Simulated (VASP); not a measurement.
Here is a VASP 6.6.1 calculation.

The input INCAR:

```
PREC = Accurate
ENCUT = 600
EDIFF = 1E-6
ISMEAR = -1
SIGMA = 0.1
LREAL = False
LASPH = True
NELM = 120
ALGO = Normal
ISIF = 2
LWAVE = False
LCHARG = False
GGA = PE
NBANDS = 14
GGA_COMPAT = False
```

Contents of KPOINTS:

```
regular mesh
0
Gamma
  10 10 10
```

Contents of POSCAR:

```
TaC
1.0
    0.0000000000      2.2230000000      2.2230000000
    2.2230000000      0.0000000000      2.2230000000
    2.2230000000      2.2230000000      0.0000000000
Ta C
1 1
Direct
    0.0000000000      0.0000000000      0.0000000000
    0.5000000000      0.5000000000      0.5000000000
```

Potentials or basis: VASP PAW PBE potentials, release 64 (Ta_pv, C).

Run with:

```sh
$ cat potpaw_PBE.64/Ta_pv/POTCAR potpaw_PBE.64/C/POTCAR > POTCAR
$ mpirun -np 1 vasp_std > vasp.out
```

Q: Predict the pressure.

A: 7.3 GPa.
